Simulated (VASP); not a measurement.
Here is a VASP 6.6.1 calculation.

INCAR

```
SYSTEM = HPbNO4
ALGO     = Normal         ! electronic algorithm
EDIFF    = 1E-6           ! SCF threshold, eV
EDIFFG   = -0.02          ! ionic threshold
ENCUT    = 600            ! plane-wave cutoff, eV
GGA      = PE             ! functional
IBRION   = 2              ! ionic algorithm
ISIF     = 3              ! what is computed and relaxed
ISMEAR   = -1             ! smearing method
IVDW     = 13             ! dispersion correction
LASPH    = .True.         ! aspherical terms in the spheres
LCHARG   = .False.        ! write CHGCAR
LREAL    = .False.        ! projectors in reciprocal space
LWAVE    = .False.        ! write WAVECAR
NELM     = 80             ! most SCF steps
NSW      = 80             ! ionic steps
PREC     = Accurate       ! precision mode
SIGMA    = 0.05           ! smearing width, eV
```

KPOINTS

```
k-points
0
Gamma
  4 4 3
  0 0 0
```

File POSCAR:

```
HPbNO4
1.0
    3.8570700000      0.0017800000     -0.0365800000
    0.1735300000      4.3343600000     -0.0164700000
    0.7580300000      0.8387300000      5.8766200000
H Pb N O
1 1 1 4
Direct
    0.6151100000      0.8955900000      0.1984400000
    0.6459700000      0.4465100000      0.9168500000
    0.7147400000      0.2381000000      0.5005800000
    0.1695800000      0.4700700000      0.7776800000
    0.6291900000      0.9704500000      0.4984500000
    0.5642400000      0.9258300000      0.0384900000
    0.7802200000      0.4225000000      0.3195100000
```

Potentials or basis: VASP PAW PBE potentials, release 64 (H, Pb_d, N, O).

Launch:

```sh
$ cat potpaw_PBE.64/H/POTCAR potpaw_PBE.64/Pb_d/POTCAR potpaw_PBE.64/N/POTCAR potpaw_PBE.64/O/POTCAR > POTCAR
$ mpirun -np 1 vasp_std > vasp.out
```

Question: Predict the band gap on the k mesh.

Answer: 0.75 eV (least direct gap 0.79 eV).

Question: Predict the dispersion energy per atom.

Answer: -0.134 eV.

Question: What does it give for the relaxed cell?

Answer: a = 3.755 Å, b = 4.207 Å, c = 5.844 Å, α = 79.62°, β = 78.78°, γ = 83.21°.

Step by step:
| step | energy change (eV) | largest force (eV/Å) | pressure (GPa) | volume (Å³) |
| --- | --- | --- | --- | --- |
| 1 | 0.0000 | 0.6070 | -0.88 | 98.41 |
| 3 | -0.0063 | 0.2817 | -1.59 | 98.09 |
| 5 | -0.0194 | 0.3074 | -0.39 | 95.56 |
| 7 | -0.0220 | 0.1631 | 0.16 | 94.93 |
| 9 | -0.0255 | 0.2847 | -0.07 | 94.32 |
| 11 | -0.0270 | 0.1507 | -0.01 | 94.33 |
| 13 | -0.0312 | 0.1444 | -0.01 | 93.91 |
| 15 | -0.0354 | 0.1565 | -0.13 | 93.40 |
| 17 | -0.0379 | 0.1376 | -0.10 | 92.75 |
| 19 | -0.0398 | 0.1518 | 0.06 | 92.33 |
| 21 | -0.0436 | 0.1863 | -0.10 | 91.80 |
| 23 | -0.0471 | 0.2224 | 0.12 | 91.11 |
| 25 | -0.0495 | 0.3304 | -0.19 | 90.64 |
| 27 | -0.0522 | 0.2246 | 0.17 | 89.98 |
| 29 | -0.0573 | 0.2539 | 0.33 | 89.52 |
| 31 | -0.0601 | 0.2260 | 0.14 | 89.40 |
| 33 | -0.0621 | 0.2064 | 0.32 | 89.40 |
| 35 | -0.0652 | 0.1355 | -0.11 | 89.57 |
| 37 | -0.0659 | 0.0906 | -0.22 | 89.57 |
| 39 | -0.0666 | 0.0736 | -0.14 | 89.44 |
| 41 | -0.0674 | 0.0833 | 0.03 | 89.17 |
| 43 | -0.0687 | 0.0977 | 0.03 | 88.88 |
| 45 | -0.0698 | 0.0582 | 0.26 | 88.64 |
| 47 | -0.0707 | 0.1351 | 0.09 | 88.63 |
| 49 | -0.0712 | 0.2128 | -0.02 | 88.70 |
| 51 | -0.0720 | 0.0397 | 0.08 | 88.69 |
| 53 | -0.0721 | 0.0320 | 0.01 | 88.72 |
| 55 | -0.0722 | 0.0540 | -0.06 | 88.76 |
| 57 | -0.0724 | 0.0535 | -0.07 | 88.83 |
| 59 | -0.0728 | 0.0527 | -0.02 | 88.83 |
| 61 | -0.0729 | 0.0415 | -0.12 | 88.82 |
| 63 | -0.0731 | 0.0344 | 0.03 | 88.75 |
| 65 | -0.0731 | 0.0292 | 0.02 | 88.74 |
| 66 | -0.0732 | 0.0192 | 0.00 | 88.74 |

Caveat: the standard files for N, O and F lose accuracy on very short bonds; spin-orbit coupling is left out, which moves the levels of the heavy elements. A k mesh can miss the band edges.
